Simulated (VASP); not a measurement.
# AsPb4 (P6/mmm) in VASP: notebook

AsPb4 is run at these levels: PBE; tasks: relaxation of cell and atoms, single point.

Everything below comes from runs of VASP 6.6.1. Logs are shortened: lines on timing, memory, paths and dates and some standing lists are left out, and cuts for length are marked.

### 1 The cell of the first run

The structure is hexagonal, space group P6/mmm (No. 191). The conventional cell has a = 4.254 Å, b = 4.254 Å, c = 9.130 Å, α = 90.00°, β = 90.00°, γ = 120.00°. Within 3.2 Å of As (site symmetry 6/mmm) lie 6 Pb at 2.46 Å. Pb (site symmetry -6m2) has 3 As at 2.46 Å and 3 Pb at 2.46 Å within 3.2 Å. Pb (site symmetry 6mm) has 1 Pb at 2.32 Å within 3.1 Å.

### 2 Relaxation of cell and atoms, PBE

Contents of INCAR:

```
ALGO = Normal
EDIFF = 1E-6
EDIFFG = -0.04
ENCUT = 600
GGA = PE
IBRION = 2
ISIF = 3
ISMEAR = 0
LASPH = T
LCHARG = F
LREAL = F
LWAVE = F
NELM = 60
NSW = 90
PREC = Accurate
SIGMA = 0.1
```

Contents of KPOINTS:

```
k-points
0
Gamma
  6 6 2
```

Contents of POSCAR:

```
AsPb4
1.0
    4.2539019700      0.0000000000      0.0000000000
   -2.1269509800      3.6839871700      0.0000000000
    0.0000000000      0.0000000000      9.1298828100
As Pb
1 4
Direct
    0.0000000000      0.0000000000      0.0000000000
    0.3333333300      0.6666666700      0.0000000000
    0.6666666700      0.3333333300      0.0000000000
    0.0000000000      0.0000000000      0.3727617400
    0.0000000000      0.0000000000      0.6272382600
```

Potentials or basis: VASP PAW PBE potentials, release 64 (As, Pb_d).

On the command line:

```
> cat potpaw_PBE.64/As/POTCAR potpaw_PBE.64/Pb_d/POTCAR > POTCAR
> mpirun -np 1 vasp_std > vasp.out
```

OUTCAR:

```text
EDIFF = 1E-6
   EDIFFG = -0.04
   ENCUT = 600
   GGA = PE
   IBRION = 2
   ISIF = 3
   ISMEAR = 0
   LASPH = T
   LREAL = F
   NELM = 60
   NSW = 90
   PREC = Accurate

 ion  position               nearest neighbor table
   1  0.000  0.000  0.000-   2 2.46   3 2.46   2 2.46   3 2.46   3 2.46   2 2.46   4 3.40   5 3.40

   2  0.333  0.667  0.000-   1 2.46   3 2.46   3 2.46   1 2.46   1 2.46   3 2.46
   3  0.667  0.333  0.000-   1 2.46   2 2.46   2 2.46   1 2.46   1 2.46   2 2.46
   4  0.000  0.000  0.373-   5 2.32   1 3.40
   5  0.000  0.000  0.627-   4 2.32   1 3.40

  LATTYP: Found a hexagonal cell.
 ALAT       =     4.2539019700
 C/A-ratio  =     2.1462372369

  Lattice vectors:

 A1 = (   4.2539019700,   0.0000000000,   0.0000000000)
 A2 = (  -2.1269509800,   3.6839871700,   0.0000000000)
 A3 = (   0.0000000000,   0.0000000000,   9.1298828100)

Analysis of symmetry for initial positions (statically):
=====================================================================
 Subroutine PRICEL returns:
 Original cell was already a primitive cell.

 Routine SETGRP: Setting up the symmetry group for a
 hexagonal supercell.

 Subroutine GETGRP returns: Found 24 space group operations
 (whereof 24 operations were pure point group operations)
 out of a pool of 24 trial point group operations.

The static configuration has the point symmetry D_6h.

Analysis of symmetry for dynamics (positions and initial velocities):
=====================================================================
 Subroutine PRICEL returns:
 Original cell was already a primitive cell.

 Routine SETGRP: Setting up the symmetry group for a
 hexagonal supercell.

 Subroutine GETGRP returns: Found 24 space group operations
 (whereof 24 operations were pure point group operations)
 out of a pool of 24 trial point group operations.

The dynamic configuration has the point symmetry D_6h.

 Subroutine INISYM returns: Found 24 space group operations
 (whereof 24 operations are pure point group operations),
 and found     1 'primitive' translations

----------------------------------------------------------------------------------------

                                     Primitive cell

  volume of cell :     143.0773

  direct lattice vectors                    reciprocal lattice vectors
     4.253901970  0.000000000  0.000000000     0.235078290  0.135722514  0.000000000
    -2.126950980  3.683987170  0.000000000     0.000000000  0.271445028  0.000000000
     0.000000000  0.000000000  9.129882810     0.000000000  0.000000000  0.109530431

  length of vectors
     4.253901970  4.253901966  9.129882810     0.271445028  0.271445028  0.109530431

  position of ions in fractional coordinates (direct lattice)
     0.000000000  0.000000000  0.000000000
     0.333333330  0.666666670  0.000000000
     0.666666670  0.333333330  0.000000000
     0.000000000  0.000000000  0.372761740
     0.000000000  0.000000000  0.627238260

  ion indices of the primitive-cell ions
   primitive index   ion index
                 1           1
                 2           2
                 3           3
                 4           4
                 5           5

----------------------------------------------------------------------------------------

 KPOINTS: k-points

Automatic generation of k-mesh.
 Grid dimensions read from file:
 generate k-points for:    6    6    2

 Generating k-lattice:

  Cartesian coordinates                     Fractional coordinates (reciprocal lattice)
     0.039179715  0.022620419  0.000000000     0.166666667  0.000000000  0.000000000
     0.000000000  0.045240838  0.000000000     0.000000000  0.166666667  0.000000000
     0.000000000  0.000000000  0.054765216     0.000000000  0.000000000  0.500000000

  Length of vectors
     0.045240838  0.045240838  0.054765216

  Shift w.r.t. Gamma in fractional coordinates (k-lattice)
     0.000000000  0.000000000  0.000000000

 Subroutine IBZKPT returns following result:
 ===========================================

 Found     14 irreducible k-points:

 Following reciprocal coordinates:
            Coordinates               Weight
  0.000000  0.000000  0.000000      1.000000
  0.166667  0.000000  0.000000      6.000000
  0.333333 -0.000000  0.000000      6.000000
  0.500000 -0.000000  0.000000      3.000000
  0.166667  0.166667  0.000000      6.000000
  0.333333  0.166667  0.000000     12.000000
  0.333333  0.333333  0.000000      2.000000
  0.000000  0.000000  0.500000      1.000000
  0.166667  0.000000  0.500000      6.000000
  0.333333 -0.000000  0.500000      6.000000
  0.500000 -0.000000  0.500000      3.000000
  0.166667  0.166667  0.500000      6.000000
  0.333333  0.166667  0.500000     12.000000
  0.333333  0.333333  0.500000      2.000000
   k-points           NKPTS =     14   k-points in BZ     NKDIM =     14   number of bands    NBANDS=     36
   number of dos      NEDOS =    301   number of ions     NIONS =      5
   total plane-waves  NPLWV = 103680
   dimension x,y,z NGX =    36 NGY =   36 NGZ =   80
   dimension x,y,z NGXF=    72 NGYF=   72 NGZF=  160
   ions per type =               1   4
   NGX,Y,Z   is equivalent  to a cutoff of  14.07, 14.07, 14.57 a.u.
   NGXF,Y,Z  is equivalent  to a cutoff of  28.14, 28.14, 29.13 a.u.
 SYSTEM =  unknown system
   PREC   = accura    normal or accurate (medium, high low for compatibility)
   ISTART =      0    job   : 0-new  1-cont  2-samecut
   ICHARG =      2    charge: 1-file 2-atom 10-const
   ISPIN  =      1    spin polarized calculation?
   LNONCOLLINEAR =      F non collinear calculations
   LSORBIT =      F    spin-orbit coupling
   LASPH  =      T    aspherical Exc in radial PAW
   ENCUT  =  600.0 eV  44.10 Ry    6.64 a.u.   8.50  8.50 18.23*2*pi/ulx,y,z
   NELM   =     60;   NELMIN=  2; NELMDL= -5     # of ELM steps
   EDIFF  = 0.1E-05   stopping-criterion for ELM
   LREAL  =      F    real-space projection
   EDIFFG = -.4E-01   stopping-criterion for IOM
   NSW    =     90    number of steps for IOM
   IBRION =      2    ionic relax: 0-MD 1-quasi-New 2-CG
   NFREE  =      1    steps in history (QN), initial steepest desc. (CG)
   ISIF   =      3    stress and relaxation
   ISYM   =      2    0-nonsym 1-usesym 2-fastsym
   POTIM  = 0.5000    time-step for ionic-motion
   TEBEG  =    0.0;   TEEND  =   0.0 temperature during run
   PSTRESS=    0.0 pullay stress
   NELECT =      61.0000    total number of electrons
   NUPDOWN=      -1.0000    fix difference up-down
   EMIN   =  10.00;   EMAX   =-10.00  energy-range for DOS
   EFERMI =   0.00;   METHOD = LEGACY
   ISMEAR =     0;   SIGMA  =   0.10  broadening in eV -4-tet -1-fermi 0-gaus
   EFERMI_NEDOS =   21; number of points for ismear=-14 and -15
   IALGO  =     38    algorithm
   IMIX   =      4    mixing-type and parameters
     AMIX     =   0.40;   BMIX     =  1.00
     AMIX_MAG =   1.60;   BMIX_MAG =  1.00
  volume/ion in A,a.u.               =      28.62       193.11
  Fermi-wavevector in a.u.,A,eV,Ry     =   1.232143  2.328413 20.656050  1.518177
  Thomas-Fermi vector in A             =   2.366925
   LORBIT       =      0    0 simple, 1 ext, 2 COOP (PROOUT), +10 PAW based schemes
   GGA     = PE    functional components
   LHFCALC =     F    Hartree Fock is set to
   AEXX    =    0.0000 exact exchange contribution
   IVDW    =     0    specifies the selected vdW correction
   LEPSILON=     F    determine dielectric tensor
   LRPA    =     F    only Hartree local field effects (RPA)
 conjugate gradient relaxation of ions
 non-spin polarized calculation
 Gauss-broadening in eV      SIGMA  =   0.10
  energy-cutoff  :      600.00
  volume of cell :      143.08
 maximum number of plane-waves:      4848
 NGX is ok and might be reduce to    36
   NGX = 17   NGY = 17   NGZ = 37

--------------------------------------- Ionic step        1  -------------------------------------------

 number of electron      61.0000001 magnetization

 Free energy of the ion-electron system (eV)
  ---------------------------------------------------
  ext. energy  EPLUGINS =         0.00000000
  ---------------------------------------------------
  free energy    TOTEN  =        -2.24861387 eV

  energy without entropy =       -2.21316992  energy(sigma->0) =       -2.23089189

 E-fermi :   7.1239     XC(G=0):  -9.7265

 val. band max:        7.1198959458   @ k =   0.1667   0.1667   0.5000
 cond. band min:       7.1447669448   @ k =   0.3333  -0.0000   0.0000
 fundamental gap:      0.0248709990
 Fermi energy:         7.1238843635

 k-point     1 :       0.0000    0.0000    0.0000
  band No.  band energies     occupation
      1     -13.9609      2.00000
      2     -12.8399      2.00000
      3     -12.8399      2.00000
      4     -12.5067      2.00000
      5     -12.5067      2.00000
      6     -12.2752      2.00000
[... 571 lines left out ...]
  energy  without entropy=       -2.2131699152  energy(sigma->0) =       -2.23089189

--------------------------------------- Ionic step        2  -------------------------------------------

 number of electron      61.0000016 magnetization

 E-fermi :  -0.0733     XC(G=0):  -5.6608

 val. band max:       -0.0774982323   @ k =   0.1667   0.0000   0.0000
 cond. band min:      -0.0596144534   @ k =   0.3333   0.3333   0.0000
 fundamental gap:      0.0178837789
 Fermi energy:        -0.0732755200

 k-point     1 :       0.0000    0.0000    0.0000
  band No.  band energies     occupation
      1     -17.6529      2.00000
      2     -17.6529      2.00000
      3     -17.6516      2.00000
      4     -17.6516      2.00000
      5     -17.4901      2.00000
      6     -17.4901      2.00000
[... 606 lines left out ...]
  FREE ENERGIE OF THE ION-ELECTRON SYSTEM (eV)
  ---------------------------------------------------
  free  energy   TOTEN  =       -15.4486085244 eV

  energy  without entropy=      -15.4264277025  energy(sigma->0) =      -15.43751811

[... ionic steps 4 to 15 ...]

--------------------------------------- Ionic step       16  -------------------------------------------

 number of electron      61.0000026 magnetization

------------------------ aborting loop because EDIFF is reached ----------------------------------------

  FORCE on cell =-STRESS in cart. coord.  units (eV):
  Direction    XX          YY          ZZ          XY          YZ          ZX
  --------------------------------------------------------------------------------------
  -------------------------------------------------------------------------------------
  Total       -0.1702759     -0.1702759      0.2542172     -0.0000000      0.0000000     -0.0000000
  in kB       -1.1614059     -1.1614059      1.7339469     -0.0000000      0.0000000     -0.0000000
  external PRESSURE =      -0.1962883 kB  Pullay stress =       0.0000000 kB
[... 63 lines left out ...]
  energy  without entropy=      -16.1277194338  energy(sigma->0) =      -16.13498633

--------------------------------------- Ionic step       18  -------------------------------------------

 number of electron      61.0000019 magnetization

 Free energy of the ion-electron system (eV)
  ---------------------------------------------------
  ext. energy  EPLUGINS =         0.00000000
  ---------------------------------------------------
  free energy    TOTEN  =       -16.14315753 eV

  energy without entropy =      -16.12704366  energy(sigma->0) =      -16.13510059

 E-fermi :   2.9259     XC(G=0):  -7.5952

 val. band max:        2.9201479567   @ k =   0.1667   0.0000   0.0000
 cond. band min:       3.0313631116   @ k =   0.1667   0.1667   0.0000
 fundamental gap:      0.1112151549
 Fermi energy:         2.9259279766

 k-point     1 :       0.0000    0.0000    0.0000
  band No.  band energies     occupation
      1     -14.6649      2.00000
      2     -14.5351      2.00000
      3     -14.5350      2.00000
      4     -14.5312      2.00000
      5     -14.5312      2.00000
      6     -14.5289      2.00000
[... 567 lines left out ...]
  FREE ENERGIE OF THE ION-ELECTRON SYSTEM (eV)
  ---------------------------------------------------
  free  energy   TOTEN  =       -16.1431575322 eV

  energy  without entropy=      -16.1270436568  energy(sigma->0) =      -16.13510059

 reached required accuracy - stopping structural energy minimisation
```

Wall time 31 min (1 thread of Oxide Virtual Turin-like, shared host); peak memory 0.33 GiB.

Results:

```
Free energy                            : -16.1432 eV
Relaxed volume                         : 47.01 Å³/atom
Relaxed cell                           : a = 5.509 Å, b = 5.509 Å, c = 8.941 Å, α = 90.00°, β = 90.00°, γ = 120.00°
Space group after relaxing (to 0.05 Å) : P6/mmm (No. 191)
Energy gained by relaxing              : 2778.9 meV/atom
Ionic steps                            : 18
Pressure after relaxing                : 0.0 GPa
Largest force after relaxing           : 0.011 eV/Å
```

Forces on the atoms (eV/Å):
```
As   0.000  0.000  0.000
Pb   0.000  0.000  0.000
Pb   0.000  0.000  0.000
Pb   0.000  0.000 -0.011
Pb   0.000  0.000  0.011
```

Step by step:
```tsv
step	energy change (eV)	largest force (eV/Å)	pressure (GPa)	volume (Å³)
1	0.0000	9.6321	51.00	143.08
2	-9.9591	0.4832	-3.77	417.44
3	-13.2000	0.4708	-1.24	253.12
4	-13.2020	0.4950	-1.01	250.53
5	-13.5026	0.8836	-0.62	241.19
6	-13.5500	1.0974	-0.21	236.72
7	-13.5506	1.1320	-0.14	236.02
8	-13.6605	0.8195	0.16	231.67
9	-13.7966	0.4662	0.93	222.70
10	-12.9992	2.9070	6.84	205.28
11	-13.7909	0.4708	1.04	221.73
12	-13.7202	0.4185	2.87	213.43
13	-13.7968	0.3684	1.28	220.12
14	-13.8847	0.1953	-0.16	234.14
15	-13.8855	0.1756	-0.29	235.80
16	-13.8935	0.0033	-0.02	234.90
17	-13.8936	0.0152	0.02	234.80
18	-13.8945	0.0107	0.01	235.03
```

Final structure:
```cif
data_structure
_symmetry_space_group_name_H-M 'P 1'
_symmetry_Int_Tables_number 1
_cell_length_a 5.5094
_cell_length_b 5.5094
_cell_length_c 8.9409
_cell_angle_alpha 90.000
_cell_angle_beta 90.000
_cell_angle_gamma 120.000
_cell_volume 235.03
loop_
_atom_site_label
_atom_site_type_symbol
_atom_site_fract_x
_atom_site_fract_y
_atom_site_fract_z
_atom_site_occupancy
As1 As 0.00000 0.00000 0.00000 1
Pb1 Pb 0.33333 0.66667 0.00000 1
Pb2 Pb 0.66667 0.33333 0.00000 1
Pb3 Pb 0.00000 0.00000 0.30276 1
Pb4 Pb 0.00000 0.00000 0.69724 1
```

Caveat: the volume moved by over 15 % at a fixed basis, so the end points are rough; spin-orbit coupling is left out, which moves the levels of the heavy elements.

### 3 Single point, PBE

This run uses another cell than the first one, of 46.78 Å³/atom, 1.635 times its volume.

Contents of INCAR:

```
PREC     = Accurate       # precision mode
ENCUT    = 520            # plane-wave cutoff, eV
EDIFF    = 1E-6           # SCF threshold, eV
ISMEAR   = 0              # smearing method
SIGMA    = 0.1            # smearing width, eV
LREAL    = F              # projectors in reciprocal space
LASPH    = T              # aspherical terms in the spheres
NELM     = 100            # most SCF steps
ALGO     = Fast           # electronic algorithm
ISIF     = 2              # what is computed and relaxed
LWAVE    = F              # write WAVECAR
LCHARG   = F              # write CHGCAR
GGA      = PE             # functional
NBANDS   = 38             # bands
```

Contents of KPOINTS:

```
regular mesh
0
Gamma
  12 12 4
```

Contents of POSCAR:

```
AsPb4
1.0
    5.5870594060      0.0000000000      0.0000000000
   -2.7935297030      4.8385353781      0.0000000000
    0.0000000000      0.0000000000      8.6524669022
As Pb
1 4
Direct
    0.0000000000      0.0000000000      0.0000000000
    0.3333333333      0.6666666667      0.0000000000
    0.6666666667      0.3333333333      0.0000000000
    0.0000000000      0.0000000000      0.3085704096
    0.0000000000      0.0000000000      0.6914295904
```

Potentials or basis: VASP PAW PBE potentials, release 64 (As, Pb_d).

On the command line:

```
> cat potpaw_PBE.64/As/POTCAR potpaw_PBE.64/Pb_d/POTCAR > POTCAR
> mpirun -np 1 vasp_std > vasp.out
```

It took 15 min on 1 thread of Oxide Virtual Turin-like, shared host; peak memory 0.56 GiB.

The run converged. Its results:

```yaml
Free_energy: -16.2513 eV
Pressure: 0.0 GPa
Largest_force: 0.015 eV/Å
```

Forces in eV/Å, atoms in the order of the input:
```
As   0.000  0.000  0.000
Pb   0.000  0.000  0.000
Pb   0.000  0.000  0.000
Pb   0.000  0.000  0.015
Pb   0.000  0.000 -0.015
```

Levels at points of the mesh, in eV from the Fermi level:
```
           k point  band 29  band 30  band 31  band 32  band 33  band 34
(0.00, 0.00, 0.00)    -1.56    -1.56    -0.29     0.06     0.89     0.89
(0.50, 0.00, 0.00)    -1.20    -0.07     0.23     0.44     0.59     0.65
(0.00, 0.00, 0.50)    -1.56    -1.56    -0.55     0.09     0.09     2.00
(0.50, 0.00, 0.50)    -0.81    -0.24     0.57     0.80     0.82     1.24
```

Caveat: spin-orbit coupling is left out, which moves the levels of the heavy elements.
